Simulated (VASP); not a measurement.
# MgC (P6_3/mmc) in VASP: density of states with PBE

Aim: the density of states of MgC with PBE.

All numbers are computed with VASP 6.6.1; they aren't measurements. Logs are shortened: lines on timing, memory, paths and dates and some standing lists are left out, and cuts for length are marked.

## Step 1: The cell of the first run

Symmetry: P6_3/mmc, No. 194, hexagonal system. The conventional cell has a = 3.549 Å, b = 3.549 Å, c = 9.072 Å, α = 90.00°, β = 90.00°, γ = 120.00°. Within 3.4 Å of Mg (site symmetry -3m) lie 6 C at 2.57 Å and 6 Mg at 3.06 Å. Mg (site symmetry -6m2) has 6 C at 2.17 Å within 2.9 Å. C (site symmetry 3m) has 1 C at 1.42 Å within 1.9 Å.

## Step 2: Density of states, PBE

POSCAR

```
MgC
1.0
    3.5493689608      0.0000000000      0.0000000000
   -1.7746844804      3.0738436874      0.0000000000
    0.0000000000      0.0000000000      9.0719546568
Mg C
4 4
Direct
    0.0000000000      0.0000000000      0.0000000000
    0.3333333333      0.6666666667      0.2500000000
    0.0000000000      0.0000000000      0.5000000000
    0.6666666667      0.3333333333      0.7500000000
    0.6666666667      0.3333333333      0.1715348195
    0.6666666667      0.3333333333      0.3284651805
    0.3333333333      0.6666666667      0.6715348195
    0.3333333333      0.6666666667      0.8284651805
```

INCAR.step1

```
PREC     = Accurate       # precision mode
ENCUT    = 520            # plane-wave cutoff, eV
EDIFF    = 1E-7           # SCF threshold, eV
ISMEAR   = 0              # smearing method
SIGMA    = 0.1            # smearing width, eV
LREAL    = False          # projectors in reciprocal space
LASPH    = True           # aspherical terms in the spheres
NELM     = 100            # most SCF steps
ALGO     = Normal         # electronic algorithm
ISIF     = 2              # what is computed and relaxed
LWAVE    = False          # write WAVECAR
LCHARG   = True           # write CHGCAR
GGA      = PE             # functional
NBANDS   = 22             # bands
```

KPOINTS.step1

```
Automatic mesh
0
Gamma
  12 12 4
```

INCAR.step2

```
PREC     = Accurate       # precision mode
ENCUT    = 520            # plane-wave cutoff, eV
EDIFF    = 1E-7           # SCF threshold, eV
ISMEAR   = -5             # smearing method
SIGMA    = 0.1            # smearing width, eV
LREAL    = False          # projectors in reciprocal space
LASPH    = True           # aspherical terms in the spheres
NELM     = 100            # most SCF steps
ALGO     = Normal         # electronic algorithm
ISIF     = 2              # what is computed and relaxed
LWAVE    = False          # write WAVECAR
LCHARG   = False          # write CHGCAR
GGA      = PE             # functional
LORBIT   = 11             # projections on sites
NBANDS   = 22             # bands
NEDOS    = 2001           # points of the DOS
ICHARG   = 11             # starting density
```

KPOINTS.step2

```
Automatic mesh
0
Gamma
  18 18 6
```

Potentials or basis: VASP PAW PBE potentials, release 64 (Mg, C).

Command:

```sh
$ cat potpaw_PBE.64/Mg/POTCAR potpaw_PBE.64/C/POTCAR > POTCAR
$ cp INCAR.step1 INCAR
$ cp KPOINTS.step1 KPOINTS
$ mpirun -np 1 vasp_std > vasp.out
$ cp INCAR.step2 INCAR
$ cp KPOINTS.step2 KPOINTS
$ mpirun -np 1 vasp_std > vasp.out
```

OUTCAR:

```text
PREC = Accurate
   ENCUT = 520
   EDIFF = 1E-7
   ISMEAR = -5
   LREAL = False
   LASPH = True
   NELM = 100
   ISIF = 2
   GGA = PE
   LORBIT = 11
   ICHARG = 11

 ion  position               nearest neighbor table
   1  0.000  0.000  0.000-   5 2.57   8 2.57   8 2.57   5 2.57   5 2.57   8 2.57   2 3.06   4 3.06
                             2 3.06   4 3.06   2 3.06   4 3.06
   2  0.333  0.667  0.250-   5 2.17   6 2.17   5 2.17   6 2.17   5 2.17   6 2.17   1 3.06   3 3.06
                             1 3.06   3 3.06   1 3.06   3 3.06
   3  0.000  0.000  0.500-   6 2.57   7 2.57   7 2.57   6 2.57   6 2.57   7 2.57   2 3.06   4 3.06
                             2 3.06   4 3.06   2 3.06   4 3.06
   4  0.667  0.333  0.750-   7 2.17   8 2.17   7 2.17   8 2.17   7 2.17   8 2.17   1 3.06   3 3.06
                             1 3.06   3 3.06   1 3.06   3 3.06
   5  0.667  0.333  0.172-   6 1.42   2 2.17   2 2.17   2 2.17   1 2.57   1 2.57   1 2.57
   6  0.667  0.333  0.328-   5 1.42   2 2.17   2 2.17   2 2.17   3 2.57   3 2.57   3 2.57
   7  0.333  0.667  0.672-   8 1.42   4 2.17   4 2.17   4 2.17   3 2.57   3 2.57   3 2.57
   8  0.333  0.667  0.828-   7 1.42   4 2.17   4 2.17   4 2.17   1 2.57   1 2.57   1 2.57

  LATTYP: Found a hexagonal cell.
 ALAT       =     3.5493689608
 C/A-ratio  =     2.5559345216

  Lattice vectors:

 A1 = (   3.5493689608,   0.0000000000,   0.0000000000)
 A2 = (  -1.7746844804,   3.0738436874,   0.0000000000)
 A3 = (   0.0000000000,   0.0000000000,   9.0719546568)

Analysis of symmetry for initial positions (statically):
[... 35 lines left out ...]
                                     Primitive cell

  volume of cell :      98.9769

  direct lattice vectors                    reciprocal lattice vectors
     3.549368961  0.000000000  0.000000000     0.281740222  0.162662793  0.000000000
    -1.774684480  3.073843687  0.000000000     0.000000000  0.325325586  0.000000000
     0.000000000  0.000000000  9.071954657     0.000000000  0.000000000  0.110229828

  length of vectors
     3.549368961  3.549368961  9.071954657     0.325325586  0.325325586  0.110229828

  position of ions in fractional coordinates (direct lattice)
     0.000000000  0.000000000  0.000000000
     0.333333333  0.666666667  0.250000000
     0.000000000  0.000000000  0.500000000
     0.666666667  0.333333333  0.750000000
     0.666666667  0.333333333  0.171534820
     0.666666667  0.333333333  0.328465180
     0.333333333  0.666666667  0.671534820
     0.333333333  0.666666667  0.828465180

  ion indices of the primitive-cell ions
   primitive index   ion index
                 1           1
                 2           2
[... 92 lines left out ...]
   NUPDOWN=      -1.0000    fix difference up-down
   EMIN   =  10.00;   EMAX   =-10.00  energy-range for DOS
   EFERMI =   0.00;   METHOD = LEGACY
   ISMEAR =    -5;   SIGMA  =   0.10  broadening in eV -4-tet -1-fermi 0-gaus
   EFERMI_NEDOS =   21; number of points for ismear=-14 and -15
   IALGO  =     38    algorithm
   IMIX   =      4    mixing-type and parameters
     AMIX     =   0.40;   BMIX     =  1.00
     AMIX_MAG =   1.60;   BMIX_MAG =  1.00
  volume/ion in A,a.u.               =      12.37        83.49
  Fermi-wavevector in a.u.,A,eV,Ry     =   1.020863  1.929151 14.179455  1.042161
  Thomas-Fermi vector in A             =   2.154456
   LORBIT       =     11    0 simple, 1 ext, 2 COOP (PROOUT), +10 PAW based schemes
   GGA     = PE    functional components
   LHFCALC =     F    Hartree Fock is set to
   AEXX    =    0.0000 exact exchange contribution
   IVDW    =     0    specifies the selected vdW correction
   LEPSILON=     F    determine dielectric tensor
   LRPA    =     F    only Hartree local field effects (RPA)
 non-spin polarized calculation
 Fermi weights with tetrahedron method with Bloechl corrections
  energy-cutoff  :      520.00
  volume of cell :       98.98
 maximum number of plane-waves:      2709
 NGX is ok and might be reduce to    28

 number of electron      23.9999999 magnetization

 Free energy of the ion-electron system (eV)
  ---------------------------------------------------
  ext. energy  EPLUGINS =         0.00000000
  ---------------------------------------------------
  free energy    TOTEN  =       -39.76517579 eV

  energy without entropy =      -39.76517579  energy(sigma->0) =      -39.76517579

 E-fermi :   4.9084     XC(G=0): -10.0189

 val. band max:        4.9298092786   @ k =   0.3889   0.1667   0.5000
 cond. band min:       4.8979492655   @ k =   0.2222   0.0000   0.5000
 fundamental gap:     -0.0318600131
 Fermi energy:         4.9083915487

 k-point     1 :       0.0000    0.0000    0.0000
  band No.  band energies     occupation
      1     -10.7190      2.00000
      2     -10.5635      2.00000
      3      -4.5180      2.00000
      4      -2.6731      2.00000
      5      -1.6375      2.00000
      6       1.1501      2.00000
[... 589 lines left out ...]
     21      11.7563      0.00000
     22      12.3458      0.00000

 [... further k-points ...]
[... 5 lines left out ...]
  --------------------------------------------------------------------------------------
  -------------------------------------------------------------------------------------
  Total       -0.0521761     -0.0521761      0.0878940      0.0000000      0.0000000      0.0000000
  in kB       -0.8445950     -0.8445950      1.4227742      0.0000000      0.0000000      0.0000000
  external PRESSURE =      -0.0888052 kB  Pullay stress =       0.0000000 kB

 VOLUME and BASIS-vectors are now :
 -----------------------------------------------------------------------------
  energy-cutoff  :      520.00
  volume of cell :       98.98
      direct lattice vectors                 reciprocal lattice vectors
     3.549368961  0.000000000  0.000000000     0.281740222  0.162662793  0.000000000
    -1.774684480  3.073843687  0.000000000     0.000000000  0.325325586  0.000000000
     0.000000000  0.000000000  9.071954657     0.000000000  0.000000000  0.110229828

 POSITION                                       TOTAL-FORCE (eV/Angst)
 -----------------------------------------------------------------------------------
      0.00000      0.00000      0.00000         0.000000      0.000000      0.000000
     -0.00000      2.04923      2.26799         0.000000      0.000000     -0.000000
      0.00000      0.00000      4.53598         0.000000      0.000000      0.000000
      1.77468      1.02461      6.80397         0.000000      0.000000      0.000000
      1.77468      1.02461      1.55616        -0.000000     -0.000000     -0.075461
      1.77468      1.02461      2.97982        -0.000000      0.000000      0.075461
     -0.00000      2.04923      6.09213         0.000000     -0.000000     -0.075461
     -0.00000      2.04923      7.51580         0.000000      0.000000      0.075461
 -----------------------------------------------------------------------------------
    total drift:                                0.000000     -0.000000     -0.000000

  FREE ENERGIE OF THE ION-ELECTRON SYSTEM (eV)
  ---------------------------------------------------
  free  energy   TOTEN  =       -39.7651757855 eV

  energy  without entropy=      -39.7651757855  energy(sigma->0) =      -39.76517579

 total charge

# of ion       s       p       d       tot
------------------------------------------
    1        0.164   0.121   0.029   0.314
    2        0.173   0.228   0.068   0.468
    3        0.164   0.121   0.029   0.314
    4        0.173   0.228   0.068   0.468
    5        0.879   1.534   0.000   2.413
    6        0.879   1.534   0.000   2.413
    7        0.879   1.534   0.000   2.413
    8        0.879   1.534   0.000   2.413
--------------------------------------------------
tot          4.189   6.833   0.194  11.216
```

OUTCAR.step1:

```text
PREC = Accurate
   ENCUT = 520
   EDIFF = 1E-7
   ISMEAR = 0
   LREAL = False
[... 852 lines left out ...]
      1.77468      1.02461      1.55616         0.000000      0.000000     -0.084391
      1.77468      1.02461      2.97982        -0.000000      0.000000      0.084391
     -0.00000      2.04923      6.09213        -0.000000     -0.000000     -0.084391
     -0.00000      2.04923      7.51580        -0.000000     -0.000000      0.084391
 -----------------------------------------------------------------------------------
    total drift:                                0.000000     -0.000000      0.000000

  FREE ENERGIE OF THE ION-ELECTRON SYSTEM (eV)
  ---------------------------------------------------
  free  energy   TOTEN  =       -39.7688235335 eV

  energy  without entropy=      -39.7614887819  energy(sigma->0) =      -39.76515616
```

OSZICAR.step1:

```text
N       E                     dE             d eps       ncg     rms          rms(c)
DAV:   1     0.651624261842E+02    0.65162E+02   -0.10105E+04  2516   0.918E+02
DAV:   2    -0.375632963435E+02   -0.10273E+03   -0.98675E+02  3276   0.166E+02
DAV:   3    -0.451968092190E+02   -0.76335E+01   -0.75599E+01  3204   0.448E+01
DAV:   4    -0.453053932439E+02   -0.10858E+00   -0.10845E+00  3022   0.620E+00
DAV:   5    -0.453071098715E+02   -0.17166E-02   -0.17165E-02  3368   0.740E-01    0.104E+01
DAV:   6    -0.398540759354E+02    0.54530E+01   -0.11302E+01  2850   0.163E+01    0.364E+00
DAV:   7    -0.397797537215E+02    0.74322E-01   -0.14597E+00  3048   0.605E+00    0.239E+00
DAV:   8    -0.397740629683E+02    0.56908E-02   -0.73250E-02  2902   0.163E+00    0.414E-01
DAV:   9    -0.397684137797E+02    0.56492E-02   -0.14551E-02  3036   0.611E-01    0.191E-01
DAV:  10    -0.397688421266E+02   -0.42835E-03   -0.27342E-03  3120   0.252E-01    0.615E-02
DAV:  11    -0.397688243874E+02    0.17739E-04   -0.10811E-04  3040   0.568E-02    0.194E-02
DAV:  12    -0.397688229972E+02    0.13903E-05   -0.21118E-05  3004   0.239E-02    0.408E-03
DAV:  13    -0.397688236706E+02   -0.67340E-06   -0.18492E-06  2970   0.733E-03    0.172E-03
DAV:  14    -0.397688235346E+02    0.13596E-06   -0.37977E-07  2904   0.300E-03    0.835E-04
DAV:  15    -0.397688235335E+02    0.11239E-08   -0.17407E-08  1578   0.810E-04
   1 F= -.39768824E+02 E0= -.39765156E+02  d E =-.733475E-02
```

Run time: 5.2 min. Hardware: 1 thread of Intel Xeon Platinum 8259CL at 2.50GHz (Skylake/Cascade Lake), shared host; peak memory 0.4 GiB.

What came out:

| Item | Value |
| --- | --- |
| Valence electrons inside the program's atomic spheres | Mg 0.31, 0.47; C 2.41 |

Caveat: tetrahedron occupations give inexact forces and stress in metals.
